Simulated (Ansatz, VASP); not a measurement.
## RbBr in VASP and in Ansatz

Contents of INCAR:

```
SYSTEM = RbBr
PREC = Accurate ; ENCUT = 520
EDIFF = 1E-7 ; ISMEAR = -1
SIGMA = 0.1 ; LREAL = .FALSE.
LASPH = .TRUE. ; NELM = 80
ALGO = Normal ; ISIF = 2
LWAVE = .FALSE. ; LCHARG = .TRUE.
GGA = CA ; LELF = .TRUE.
LVHAR = .TRUE. ; NBANDS = 15
```

The input KPOINTS:

```
regular mesh
0
G
  12 12 12
  0 0 0
```

The input POSCAR:

```
RbBr
1.0
    3.0383662215      0.0000000000      0.0000000000
    0.0000000000      3.0383662215      0.0000000000
    0.0000000000      0.0000000000      3.0383662215
Rb Br
1 1
Direct
    0.0000000000      0.0000000000      0.0000000000
    0.5000000000      0.5000000000      0.5000000000
```

Input for Ansatz:

```yaml
crystal:
  lattice:
    - [3.0383662215, 0.0, 0.0]
    - [0.0, 3.0383662215, 0.0]
    - [0.0, 0.0, 3.0383662215]
  atoms:
    - { symbol: Rb, position: [0.0, 0.0, 0.0] }
    - { symbol: Br, position: [0.5, 0.5, 0.5] }
kpoints:
  mp_grid: { grid: [12, 12, 12] }
scf:
  occupations: { method: fermi_dirac, width: 0.1 }
hamiltonian:
  xc: lda
  pseudopotentials: { kind: all_electron, datasets: crystal }
output:
  forces: true
  stress: true
  eigenvalues: true
```

Change from the starting cell: volume scaled by 0.45, crystal datasets.

Alike in both runs: task single point; functional LDA; k mesh 12 × 12 × 12; occupations fermi-dirac, width 0.1 eV; no spin polarisation.

|  | VASP | Ansatz |
| --- | --- | --- |
| version | VASP 6.6.1 | Ansatz 0.2.0 |
| potentials or method | VASP PAW LDA potentials, release 64 (Rb_sv, Br), cutoff 520 eV | all-electron PAW with datasets made for the crystal, scalar-relativistic |

```tsv
	VASP	Ansatz	Ansatz less VASP
pressure (GPa)	129.3	125.7	-3.61
```

LDA's correlation is that of Perdew and Zunger in VASP and of Perdew and Wang (1992) in Ansatz. Both programs put the cell under a high pressure, so it lies far from rest at this level. Ansatz ran all-electron here, and VASP with PAW potentials.

Noted on VASP's run: the cell as given lies far from equilibrium.
